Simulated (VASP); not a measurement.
Write the native input for VASP 6.6.1 that does the following.

* Task: single point
* Functional: PBE
* Potentials or basis: VASP PAW PBE potentials, release 64 (Bi_d, O)
* Cutoff: 520 eV
* k mesh: 14 × 14 × 6
* Occupations: gaussian, width 0.1 eV
* Spin: no spin polarisation
* Dipole correction: no
* Further INCAR settings: ALGO = Normal; EDIFF = 1e-06; NBANDS = 34

The structure of Bi3O lies in POSCAR:

```
Bi3O
1.0
    3.3384015682      0.0000000000      0.0000000000
    0.0000000000      3.3384015682      0.0000000000
    0.0000000000      0.0000000000      8.7347723260
Bi O
3 1
Direct
    0.5000000000      0.5000000000      0.8239120228
    0.0000000000      0.0000000000      0.5000000000
    0.5000000000      0.5000000000      0.1760879772
    0.0000000000      0.0000000000      0.0000000000
```

The input as run:

INCAR

```
SYSTEM = Bi3O
PREC = Accurate ; ENCUT = 520
EDIFF = 1E-6 ; ISMEAR = 0
SIGMA = 0.1 ; LREAL = .False.
LASPH = .True. ; NELM = 60
ALGO = Normal ; ISIF = 2
LWAVE = .False. ; LCHARG = .True.
GGA = PE ; LELF = .True.
LVHAR = .True. ; NBANDS = 34
```

KPOINTS

```
regular mesh
0
Gamma
  14 14 6
  0 0 0
```

Potentials or basis: VASP PAW PBE potentials, release 64 (Bi_d, O).

Launch:

```bash
$ cat potpaw_PBE.64/Bi_d/POTCAR potpaw_PBE.64/O/POTCAR > POTCAR
$ mpirun -np 1 vasp_std > vasp.out
```

It gave:

* Pressure: -0.1 GPa
* Largest force: 0.007 eV/Å

Caveat: an odd number of electrons without spin polarisation forces a metal; a magnetic or distorted state may lie lower.

It took 3.4 min on 1 thread of Intel(R) Xeon(R) 6975P-C (Granite Rapids) (shared host), peak memory 0.49 GiB.
